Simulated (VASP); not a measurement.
# Ta2N (P-1) in VASP: a series of runs, part 2 of 2

VASP 6.6.1. Earlier steps stand in the parts before.

### 3 Single point, LDA (engineering shear strain xy -0.1400, normal strain along z +0.0000)

Contents of INCAR:

```
PREC = Accurate
ENCUT = 520
EDIFF = 1E-6
ISMEAR = 0
SIGMA = 0.15
LREAL = False
LASPH = True
NELM = 80
ALGO = Normal
ISIF = 2
LWAVE = False
LCHARG = True
GGA = CA
LELF = True
LVHAR = True
NBANDS = 20
```

Contents of KPOINTS:

```
Automatic mesh
0
Gamma
  15 15 8
```

Contents of POSCAR:

```
Ta2N
1.0
    3.0618406011     -0.2143288420      0.0000000000
   -1.7165345226      2.7587961639      0.0000000000
    0.0000000000      0.0000000000      4.7871626750
Ta N
2 1
Direct
    0.6666666667      0.3333333333      0.7466885012
    0.3333333333      0.6666666667      0.2533114988
    0.0000000000      0.0000000000      0.0000000000
```

Potentials or basis: VASP PAW LDA potentials, release 64 (Ta_pv, N).

Command:

```console
> cat potpaw_LDA.64/Ta_pv/POTCAR potpaw_LDA.64/N/POTCAR > POTCAR
> mpirun -np 1 vasp_std > vasp.out
```

Wall time 4.6 min (1 thread of Intel Xeon 6975P-C (Granite Rapids), shared host); peak memory 0.66 GiB.

The run converged. Its results:

- Free energy: -37.2622 eV
- Pressure: 6.8 GPa
- Largest force: 0.585 eV/Å
- Band gap on the k mesh: zero (an odd number of electrons rules out a gap without spin polarisation)

Forces in eV/Å, atoms in the order of the input:
```
Ta   0.276  0.006 -0.516
Ta  -0.276 -0.006  0.516
N    0.000  0.000  0.000
```

Stress tensor (GPa, compression positive):
```
 7.26 22.65 -9.17
22.65  6.82 -1.21
-9.17 -1.21  6.45
```

Levels at points of the mesh, in eV from the Fermi level:
```tsv
k point	band 11	band 12	band 13	band 14	band 15	band 16
(0.00, 0.00, 0.00)	-4.72	-1.40	-0.71	-0.05	0.13	0.78
(0.00, 0.00, 0.50)	-2.88	-2.52	-2.28	0.03	1.24	1.38
```

Caveat: the cell differs from its parent crystal (engineering shear strain xy -0.1400, normal strain along z +0.0000); the cell stands under pressure; spin-orbit coupling is left out, which moves the levels of the heavy elements.

### 4 Single point, LDA (engineering shear strain xy -0.1400, normal strain along z +0.0233)

Contents of INCAR:

```
SYSTEM = Ta2N
  PREC = Accurate
  ENCUT = 520
  EDIFF = 1E-6
  ISMEAR = 0
  SIGMA = 0.15
  LREAL = .False.
  LASPH = .True.
  NELM = 80
  ALGO = Normal
  ISIF = 2
  LWAVE = .False.
  LCHARG = .False.
  GGA = CA
  NBANDS = 20
```

Contents of KPOINTS:

```
Automatic mesh
0
Gamma
  15 15 8
  0 0 0
```

Changes to POSCAR since step 3:

```diff
@@ -4,3 +4,3 @@
    -1.7165345226      2.7587961639      0.0000000000
-    0.0000000000      0.0000000000      4.7871626750
+    0.0000000000      0.0000000000      4.8987035653
 Ta N
```

Command:

```console
> cat potpaw_LDA.64/Ta_pv/POTCAR potpaw_LDA.64/N/POTCAR > POTCAR
> mpirun -np 1 vasp_std > vasp.out
```

Run time: 4.2 min. Hardware: 1 thread of Intel Xeon 8259CL, shared host; peak memory 0.67 GiB.

It converged, with:

```yaml
Free_energy: -37.2679 eV
Pressure: -0.6 GPa
Largest_force: 0.567 eV/Å
Band_gap_on_the_k_mesh: zero (an odd number of electrons rules out a gap without spin polarisation)
```

Forces in eV/Å, atoms in the order of the input:
```
Ta   0.271 -0.015 -0.497
Ta  -0.271  0.015  0.497
N    0.000  0.000  0.000
```

Stress tensor (GPa, compression positive):
```
 1.49 21.23 -8.44
21.23  1.12 -0.92
-8.44 -0.92 -4.32
```

Levels at points of the mesh, in eV from the Fermi level:
```tsv
k point	band 11	band 12	band 13	band 14	band 15	band 16
(0.00, 0.00, 0.00)	-4.79	-1.40	-0.89	0.08	0.10	0.81
(0.00, 0.00, 0.50)	-2.98	-2.60	-2.15	0.16	1.18	1.20
```

Caveat: the cell differs from its parent crystal (engineering shear strain xy -0.1400, normal strain along z +0.0233); the stress differs along the axes, from -4 to 1 GPa; spin-orbit coupling is left out, which moves the levels of the heavy elements.

### 5 Single point, LDA (engineering shear strain xy -0.0933, normal strain along z +0.0233)

Contents of INCAR:

```
SYSTEM = Ta2N
PREC = Accurate
ENCUT = 520
EDIFF = 1E-7
ISMEAR = 0
SIGMA = 0.15
LREAL = .FALSE.
LASPH = .TRUE.
NELM = 80
ALGO = Normal
ISIF = 2
LWAVE = .FALSE.
LCHARG = .TRUE.
LELF = .TRUE.
LVHAR = .TRUE.
NBANDS = 20
```

Contents of KPOINTS:

```
Automatic mesh
0
G
  15 15 8
  0 0 0
```

Contents of POSCAR:

```
Ta2N
1.0
    3.0618406011     -0.1428348640      0.0000000000
   -1.6546189214      2.7230491749      0.0000000000
    0.0000000000      0.0000000000      4.8987035653
Ta N
2 1
Direct
    0.6666666667      0.3333333333      0.7466885012
    0.3333333333      0.6666666667      0.2533114988
    0.0000000000      0.0000000000      0.0000000000
```

Command:

```console
> cat potpaw_LDA.64/Ta_pv/POTCAR potpaw_LDA.64/N/POTCAR > POTCAR
> mpirun -np 1 vasp_std > vasp.out
```

It took 4.6 min on 1 thread of Intel Xeon 8259CL, shared host; peak memory 0.67 GiB.

Results (log left out):

```
Free energy            : -37.4728 eV
Pressure               : -3.3 GPa
Largest force          : 0.332 eV/Å
Band gap on the k mesh : zero (an odd number of electrons rules out a gap without spin polarisation)
```

Forces in eV/Å, atoms in the order of the input:
```
Ta   0.169 -0.006 -0.286
Ta  -0.169  0.006  0.286
N    0.000  0.000  0.000
```

Stress tensor (GPa, compression positive):
```
-1.46 14.25 -5.46
14.25 -1.65 -0.51
-5.46 -0.51 -6.71
```

Levels at points of the mesh, in eV from the Fermi level:
```
           k point  band 11  band 12  band 13  band 14  band 15  band 16
(0.00, 0.00, 0.00)    -4.79    -1.07    -0.88     0.17     0.26     0.60
(0.00, 0.00, 0.50)    -2.98    -2.64    -1.83    -0.24     1.46     1.48
```

Caveat: the cell differs from its parent crystal (engineering shear strain xy -0.0933, normal strain along z +0.0233); the stress differs along the axes, from -7 to -1 GPa; spin-orbit coupling is left out, which moves the levels of the heavy elements.

### 6 Single point, LDA (engineering shear strain xy -0.1400, normal strain along z -0.0700)

Contents of INCAR:

```
SYSTEM = Ta2N
PREC = Accurate
ENCUT = 520
EDIFF = 1E-7
ISMEAR = 0
SIGMA = 0.15
LREAL = .FALSE.
LASPH = .TRUE.
NELM = 60
ALGO = Normal
ISIF = 2
LWAVE = .FALSE.
LCHARG = .FALSE.
NBANDS = 20
```

Contents of KPOINTS:

```
regular mesh
0
G
  15 15 8
  0 0 0
```

Contents of POSCAR:

```
Ta2N
1.0
    3.0618406011     -0.2143288420      0.0000000000
   -1.7165345226      2.7587961639      0.0000000000
    0.0000000000      0.0000000000      4.4520612878
Ta N
2 1
Direct
    0.6666666667      0.3333333333      0.7466885012
    0.3333333333      0.6666666667      0.2533114988
    0.0000000000      0.0000000000      0.0000000000
```

Potentials or basis: VASP PAW LDA potentials, release 64 (Ta_pv, N).

Command:

```console
> cat potpaw_LDA.64/Ta_pv/POTCAR potpaw_LDA.64/N/POTCAR > POTCAR
> mpirun -np 1 vasp_std > vasp.out
```

It took 6.5 min on 1 thread of Intel Xeon 8259CL, shared host; peak memory 0.63 GiB.

It converged, with:

| Quantity | Value |
| --- | --- |
| Free energy | -36.8156 eV |
| Pressure | 35.8 GPa |
| Largest force | 0.538 eV/Å |
| Band gap on the k mesh | zero (an odd number of electrons rules out a gap without spin polarisation) |

Forces in eV/Å, atoms in the order of the input:
```
Ta   0.233  0.076 -0.479
Ta  -0.233 -0.076  0.479
N    0.000  0.000  0.000
```

Stress tensor (GPa, compression positive):
```
 29.09  28.32 -11.73
 28.32  29.34  -1.91
-11.73  -1.91  49.01
```

Levels at points of the mesh, in eV from the Fermi level:
```tsv
k point	band 11	band 12	band 13	band 14	band 15	band 16
(0.00, 0.00, 0.00)	-4.43	-1.33	-0.44	0.05	0.26	0.34
(0.00, 0.00, 0.50)	-2.75	-2.46	-2.04	-0.41	1.61	1.99
```

Caveat: the cell differs from its parent crystal (engineering shear strain xy -0.1400, normal strain along z -0.0700); the stress differs along the axes, from 29 to 49 GPa; spin-orbit coupling is left out, which moves the levels of the heavy elements.

### 7 Single point, LDA (engineering shear strain xy -0.0933, normal strain along z -0.0700)

Contents of INCAR:

```
PREC     = Accurate       # precision mode
ENCUT    = 520            # plane-wave cutoff, eV
EDIFF    = 1E-7           # SCF threshold, eV
ISMEAR   = 0              # smearing method
SIGMA    = 0.15           # smearing width, eV
LREAL    = False          # projectors in reciprocal space
LASPH    = True           # aspherical terms in the spheres
NELM     = 80             # most SCF steps
ALGO     = Normal         # electronic algorithm
ISIF     = 2              # what is computed and relaxed
LWAVE    = False          # write WAVECAR
LCHARG   = False          # write CHGCAR
GGA      = CA             # functional
NBANDS   = 20             # bands
```

Contents of KPOINTS:

```
Automatic mesh
0
Gamma
  15 15 8
```

Contents of POSCAR:

```
Ta2N
1.0
    3.0618406011     -0.1428348640      0.0000000000
   -1.6546189214      2.7230491749      0.0000000000
    0.0000000000      0.0000000000      4.4520612878
Ta N
2 1
Direct
    0.6666666667      0.3333333333      0.7466885012
    0.3333333333      0.6666666667      0.2533114988
    0.0000000000      0.0000000000      0.0000000000
```

Command:

```console
> cat potpaw_LDA.64/Ta_pv/POTCAR potpaw_LDA.64/N/POTCAR > POTCAR
> mpirun -np 1 vasp_std > vasp.out
```

It took 5.5 min on 1 thread of Intel Xeon 8259CL, shared host; peak memory 0.62 GiB.

Results (log left out):

* Free energy: -37.0844 eV
* Pressure: 32.3 GPa
* Largest force: 0.267 eV/Å
* Band gap on the k mesh: zero (an odd number of electrons rules out a gap without spin polarisation)

Forces in eV/Å, atoms in the order of the input:
```
Ta   0.139  0.027 -0.227
Ta  -0.139 -0.027  0.227
N    0.000  0.000  0.000
```

Stress tensor (GPa, compression positive):
```
25.34 19.35 -7.58
19.35 25.58 -0.87
-7.58 -0.87 46.02
```

Levels at points of the mesh, in eV from the Fermi level:
```tsv
k point	band 10	band 11	band 12	band 13	band 14	band 15	band 16	band 17
(0.00, 0.00, 0.00)	-6.52	-4.40	-0.99	-0.38	0.06	0.13	0.40	0.63
(0.00, 0.00, 0.50)	-6.84	-2.48	-2.37	-2.06	-0.84	1.95	2.23	2.93
```

Caveat: the cell differs from its parent crystal (engineering shear strain xy -0.0933, normal strain along z -0.0700); the stress differs along the axes, from 25 to 46 GPa; spin-orbit coupling is left out, which moves the levels of the heavy elements.

### 8 The runs side by side

```csv
cell,gap on the mesh (eV),pressure (GPa),largest force (eV/Å)
"a = 3.065, b = 3.186, c = 5.011 Å, angles 90.0, 90.0, 124.0°, 3 atoms",none,-9.6,0.31
"a = 3.069, b = 3.249, c = 4.787 Å, angles 90.0, 90.0, 125.9°, 3 atoms",none,6.8,0.58
"a = 3.069, b = 3.249, c = 4.899 Å, angles 90.0, 90.0, 125.9°, 3 atoms",none,-0.6,0.57
"a = 3.065, b = 3.186, c = 4.899 Å, angles 90.0, 90.0, 124.0°, 3 atoms",none,-3.3,0.33
"a = 3.069, b = 3.249, c = 4.452 Å, angles 90.0, 90.0, 125.9°, 3 atoms",none,35.8,0.54
"a = 3.065, b = 3.186, c = 4.452 Å, angles 90.0, 90.0, 124.0°, 3 atoms",none,32.3,0.27
```

Alike in all rows: task single point; level LDA; potentials or basis VASP PAW LDA potentials, release 64 (Ta_pv, N); no spin polarisation; k mesh 15 × 15 × 8; cutoff (eV) 520; smearing gaussian 0.15 eV.

Caveats: spin-orbit coupling is left out, which moves the levels of the heavy elements; the stress differs along the axes, from -16 to -7 GPa (at least some runs); the cell stands under pressure (at least some runs); the stress differs along the axes, from -4 to 1 GPa (at least some runs); the stress differs along the axes, from -7 to -1 GPa (at least some runs); the stress differs along the axes, from 29 to 49 GPa (at least some runs); the stress differs along the axes, from 25 to 46 GPa (at least some runs).

Total energies depend on the potentials used, so only differences within one code and one set of settings carry meaning.
